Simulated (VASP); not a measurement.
# HfN (Imm2) in VASP: single point with PBEsol

Aim: the single point of HfN with PBEsol.

Program: VASP 6.6.1. These are calculated values, not measurements. Logs are shortened: lines on timing, memory, paths and dates and some standing lists are left out, and cuts for length are marked.

**1. The cell of the first run**

Symmetry: Imm2, No. 44, orthorhombic system. The conventional cell has a = 3.472 Å, b = 3.472 Å, c = 4.910 Å, α = 90.00°, β = 90.00°, γ = 90.00°. Hf (site symmetry mm2) has 4 N at 2.12 to 2.13 Å within 2.8 Å. N (site symmetry mm2) has 4 Hf at 2.12 to 2.13 Å within 2.8 Å.

**2. Single point, PBEsol (all Hf atoms moved +0.013 Å, as atom 1 along Cartesian [0 0 1])**

File INCAR:

```
PREC     = Accurate       # precision mode
ENCUT    = 520            # plane-wave cutoff, eV
EDIFF    = 1E-7           # SCF threshold, eV
ISMEAR   = 0              # smearing method
SIGMA    = 0.15           # smearing width, eV
LREAL    = False          # projectors in reciprocal space
LASPH    = True           # aspherical terms in the spheres
NELM     = 60             # most SCF steps
ALGO     = Normal         # electronic algorithm
ISIF     = 2              # what is computed and relaxed
LWAVE    = False          # write WAVECAR
LCHARG   = False          # write CHGCAR
GGA      = PS             # functional
NBANDS   = 14             # bands
```

File KPOINTS:

```
regular mesh
0
Gamma
  16 16 16
```

File POSCAR:

```
HfN
1.0
    0.0000000000      2.4548220000      2.4548220000
    2.4548220000      0.0000000000      2.4548220000
    2.4548220000      2.4548220000      0.0000000000
Hf N
1 1
Direct
    0.0025460094      0.0025460094     -0.0025460094
    0.7500000000      0.7500000000      0.7500000000
```

Potentials or basis: VASP PAW PBE potentials, release 64 (Hf_pv, N).

The run is started by

```bash
> cat potpaw_PBE.64/Hf_pv/POTCAR potpaw_PBE.64/N/POTCAR > POTCAR
> mpirun -np 1 vasp_std > vasp.out
```

OUTCAR:

```text
PREC = Accurate
   ENCUT = 520
   EDIFF = 1E-7
   ISMEAR = 0
   LREAL = False
   LASPH = True
   NELM = 60
   ISIF = 2
   GGA = PS

 ion  position               nearest neighbor table
   1  0.003  0.003  0.997-   2 2.12   2 2.12   2 2.13   2 2.13
   2  0.750  0.750  0.750-   1 2.12   1 2.12   1 2.13   1 2.13

  LATTYP: Found a face centered cubic cell.
 ALAT       =     4.9096440000

  Lattice vectors:

 A1 = (   0.0000000000,   2.4548220000,   2.4548220000)
 A2 = (   2.4548220000,   0.0000000000,   2.4548220000)
 A3 = (   2.4548220000,   2.4548220000,   0.0000000000)

Analysis of symmetry for initial positions (statically):
=====================================================================
 Subroutine PRICEL returns:
 Original cell was already a primitive cell.

 Routine SETGRP: Setting up the symmetry group for a
 face centered cubic supercell.

 Subroutine GETGRP returns: Found  4 space group operations
 (whereof  4 operations were pure point group operations)
 out of a pool of 48 trial point group operations.

The static configuration has the point symmetry C_2v.

Analysis of symmetry for dynamics (positions and initial velocities):
=====================================================================
 Subroutine PRICEL returns:
 Original cell was already a primitive cell.

 Routine SETGRP: Setting up the symmetry group for a
 face centered cubic supercell.

 Subroutine GETGRP returns: Found  4 space group operations
 (whereof  4 operations were pure point group operations)
 out of a pool of 48 trial point group operations.

The dynamic configuration has the point symmetry C_2v.

 Subroutine INISYM returns: Found  4 space group operations
 (whereof  4 operations are pure point group operations),
 and found     1 'primitive' translations

----------------------------------------------------------------------------------------

                                     Primitive cell

  volume of cell :      29.5863

  direct lattice vectors                    reciprocal lattice vectors
     0.000000000  2.454822000  2.454822000    -0.203680756  0.203680756  0.203680756
     2.454822000  0.000000000  2.454822000     0.203680756 -0.203680756  0.203680756
     2.454822000  2.454822000  0.000000000     0.203680756  0.203680756 -0.203680756

  length of vectors
     3.471642566  3.471642566  3.471642566     0.352785417  0.352785417  0.352785417

  position of ions in fractional coordinates (direct lattice)
     0.002546009  0.002546009  0.997453991
     0.750000000  0.750000000  0.750000000

  ion indices of the primitive-cell ions
   primitive index   ion index
                 1           1
                 2           2

----------------------------------------------------------------------------------------

 KPOINTS: regular mesh

Automatic generation of k-mesh.
 Grid dimensions read from file:
 generate k-points for:   16   16   16

 Generating k-lattice:

  Cartesian coordinates                     Fractional coordinates (reciprocal lattice)
    -0.012730047  0.012730047  0.012730047     0.062500000  0.000000000  0.000000000
     0.012730047 -0.012730047  0.012730047     0.000000000  0.062500000  0.000000000
     0.012730047  0.012730047 -0.012730047     0.000000000  0.000000000  0.062500000

  Length of vectors
     0.022049089  0.022049089  0.022049089

  Shift w.r.t. Gamma in fractional coordinates (k-lattice)
     0.000000000  0.000000000  0.000000000

 Subroutine IBZKPT returns following result:
 ===========================================

 Found    621 irreducible k-points:

 Following reciprocal coordinates:
            Coordinates               Weight
  0.000000  0.000000  0.000000      1.000000
  0.062500  0.000000  0.000000      4.000000
  0.000000  0.000000  0.062500      4.000000
  0.125000  0.000000  0.000000      4.000000
  0.000000  0.000000  0.125000      4.000000
  0.187500  0.000000  0.000000      4.000000
[... 16 lines left out ...]
  0.062500  0.062500 -0.062500      4.000000
  0.187500  0.062500  0.000000      4.000000
 [... further k-points ...]
   k-points           NKPTS =    621   k-points in BZ     NKDIM =    621   number of bands    NBANDS=     14
   number of dos      NEDOS =    301   number of ions     NIONS =      2
   total plane-waves  NPLWV =  21952
   dimension x,y,z NGX =    28 NGY =   28 NGZ =   28
   dimension x,y,z NGXF=    56 NGYF=   56 NGZF=   56
   ions per type =               1   1
   NGX,Y,Z   is equivalent  to a cutoff of  13.41, 13.41, 13.41 a.u.
   NGXF,Y,Z  is equivalent  to a cutoff of  26.82, 26.82, 26.82 a.u.
 SYSTEM =  unknown system
   PREC   = accura    normal or accurate (medium, high low for compatibility)
   ISTART =      0    job   : 0-new  1-cont  2-samecut
   ICHARG =      2    charge: 1-file 2-atom 10-const
   ISPIN  =      1    spin polarized calculation?
   LNONCOLLINEAR =      F non collinear calculations
   LSORBIT =      F    spin-orbit coupling
   LASPH  =      T    aspherical Exc in radial PAW
   ENCUT  =  520.0 eV  38.22 Ry    6.18 a.u.   6.45  6.45  6.45*2*pi/ulx,y,z
   NELM   =     60;   NELMIN=  2; NELMDL= -5     # of ELM steps
   EDIFF  = 0.1E-06   stopping-criterion for ELM
   LREAL  =      F    real-space projection
   EDIFFG = 0.1E-05   stopping-criterion for IOM
   NSW    =      0    number of steps for IOM
   IBRION =     -1    ionic relax: 0-MD 1-quasi-New 2-CG
   NFREE  =      0    steps in history (QN), initial steepest desc. (CG)
   ISIF   =      2    stress and relaxation
   ISYM   =      2    0-nonsym 1-usesym 2-fastsym
   POTIM  = 0.5000    time-step for ionic-motion
   TEBEG  =    0.0;   TEEND  =   0.0 temperature during run
   PSTRESS=    0.0 pullay stress
   NELECT =      15.0000    total number of electrons
   NUPDOWN=      -1.0000    fix difference up-down
   EMIN   =  10.00;   EMAX   =-10.00  energy-range for DOS
   EFERMI =   0.00;   METHOD = LEGACY
   ISMEAR =     0;   SIGMA  =   0.15  broadening in eV -4-tet -1-fermi 0-gaus
   EFERMI_NEDOS =   21; number of points for ismear=-14 and -15
   IALGO  =     38    algorithm
   IMIX   =      4    mixing-type and parameters
     AMIX     =   0.40;   BMIX     =  1.00
     AMIX_MAG =   1.60;   BMIX_MAG =  1.00
  volume/ion in A,a.u.               =      14.79        99.83
  Fermi-wavevector in a.u.,A,eV,Ry     =   1.305395  2.466839 23.185087  1.704056
  Thomas-Fermi vector in A             =   2.436267
   LORBIT       =      0    0 simple, 1 ext, 2 COOP (PROOUT), +10 PAW based schemes
   GGA     = PS    functional components
   LHFCALC =     F    Hartree Fock is set to
   AEXX    =    0.0000 exact exchange contribution
   IVDW    =     0    specifies the selected vdW correction
   LEPSILON=     F    determine dielectric tensor
   LRPA    =     F    only Hartree local field effects (RPA)
 non-spin polarized calculation
 Gauss-broadening in eV      SIGMA  =   0.15
  energy-cutoff  :      520.00
  volume of cell :       29.59
 maximum number of plane-waves:       821
 NGX is ok and might be reduce to    28
   NGX = 13   NGY = 13   NGZ = 13

 number of electron      15.0000001 magnetization

 Free energy of the ion-electron system (eV)
  ---------------------------------------------------
  ext. energy  EPLUGINS =         0.00000000
  ---------------------------------------------------
  free energy    TOTEN  =       -22.25506909 eV

  energy without entropy =      -22.24773769  energy(sigma->0) =      -22.25140339

 E-fermi :   5.6007     XC(G=0): -11.3968

 val. band max:        5.5945331046   @ k =   0.2500   0.1250  -0.3750
 cond. band min:       5.6093253401   @ k =   0.0000   0.1250   0.0625
 fundamental gap:      0.0147922355
 Fermi energy:         5.6006990174

 k-point     1 :       0.0000    0.0000    0.0000
  band No.  band energies     occupation
      1     -25.4558      2.00000
      2     -25.4545      2.00000
      3     -25.4532      2.00000
      4     -10.4984      2.00000
      5       0.1312      2.00000
      6       0.1489      2.00000
      7       0.1681      2.00000
      8       4.8699      2.00000
      9       7.8044      0.00000
     10       7.8047      0.00000
     11      12.1110      0.00000
     12      12.1907      0.00000
     13      12.2641      0.00000
     14      17.9110      0.00000

 k-point     2 :       0.0625    0.0000    0.0000
  band No.  band energies     occupation
      1     -25.4745      2.00000
      2     -25.4573      2.00000
      3     -25.4556      2.00000
      4     -10.4503      2.00000
      5       0.0425      2.00000
      6       0.1739      2.00000
      7       0.1969      2.00000
      8       5.0894      2.00000
      9       7.7327      0.00000
     10       7.7331      0.00000
     11      12.1223      0.00000
     12      12.2150      0.00000
     13      12.3192      0.00000
     14      17.8912      0.00000

 k-point     3 :       0.0000    0.0000    0.0625
  band No.  band energies     occupation
      1     -25.4725      2.00000
      2     -25.4582      2.00000
      3     -25.4564      2.00000
      4     -10.4512      2.00000
      5       0.0658      2.00000
      6       0.1606      2.00000
      7       0.1838      2.00000
      8       5.0916      2.00000
      9       7.7355      0.00000
     10       7.7356      0.00000
     11      12.0228      0.00000
     12      12.2715      0.00000
     13      12.3607      0.00000
     14      17.8961      0.00000
[... 324 lines left out ...]
 k-point    23 :       0.0625    0.0625   -0.0625
  band No.  band energies     occupation
      1     -25.5135      2.00000
      2     -25.4700      2.00000
      3     -25.4643      2.00000
      4     -10.3304      2.00000
      5      -0.1816      2.00000
      6       0.2626      2.00000
      7       0.2819      2.00000
      8       5.6131      0.90681
      9       7.3083      0.00000
     10       7.8555      0.00000
     11      11.9428      0.00000
     12      12.3880      0.00000
     13      12.4852      0.00000
     14      17.2642      0.00000

 k-point    24 :       0.1875    0.0625    0.0000
  band No.  band energies     occupation
      1     -25.5847      2.00000
      2     -25.4786      2.00000
      3     -25.4740      2.00000
      4     -10.1540      2.00000
      5      -0.3865      2.00000
      6       0.3542      2.00000
      7       0.4120      2.00000
      8       6.2712      0.00000
      9       7.0864      0.00000
     10       7.7881      0.00000
     11      11.6805      0.00000
     12      12.3821      0.00000
     13      12.7633      0.00000
     14      15.8800      0.00000

 [... further k-points ...]
[... 5 lines left out ...]
  --------------------------------------------------------------------------------------
  -------------------------------------------------------------------------------------
  Total       -1.0887459     -1.0887459     -1.0905382     -0.1190278      0.0000000      0.0000000
  in kB      -58.9585915    -58.9585915    -59.0556503     -6.4456843      0.0000000      0.0000000
  external PRESSURE =     -58.9909444 kB  Pullay stress =       0.0000000 kB

 VOLUME and BASIS-vectors are now :
 -----------------------------------------------------------------------------
  energy-cutoff  :      520.00
  volume of cell :       29.59
      direct lattice vectors                 reciprocal lattice vectors
     0.000000000  2.454822000  2.454822000    -0.203680756  0.203680756  0.203680756
     2.454822000  0.000000000  2.454822000     0.203680756 -0.203680756  0.203680756
     2.454822000  2.454822000  0.000000000     0.203680756  0.203680756 -0.203680756

 POSITION                                       TOTAL-FORCE (eV/Angst)
 -----------------------------------------------------------------------------------
      2.45482      2.45482      0.01250        -0.000000     -0.000000     -0.145342
      3.68223      3.68223      3.68223         0.000000      0.000000      0.145342
 -----------------------------------------------------------------------------------
    total drift:                                0.000000      0.000000     -0.000061

  FREE ENERGIE OF THE ION-ELECTRON SYSTEM (eV)
  ---------------------------------------------------
  free  energy   TOTEN  =       -22.2550690932 eV

  energy  without entropy=      -22.2477376914  energy(sigma->0) =      -22.25140339
```

Wall time 2.2 min (1 thread of Intel Xeon Platinum 8488C (Sapphire Rapids), shared host); peak memory 0.38 GiB.

Results:

```
Free energy   : -22.2551 eV
Pressure      : -5.9 GPa
Largest force : 0.145 eV/Å
```

Forces on the atoms (eV/Å):
```
Hf   0.000  0.000 -0.145
N    0.000  0.000  0.145
```

Caveat: the cell differs from its parent crystal (all Hf atoms moved +0.013 Å, as atom 1 along Cartesian [0 0 1]); the PAW data sets were made with another functional, which shifts forces and pressure a little; spin-orbit coupling is left out, which moves the levels of the heavy elements.
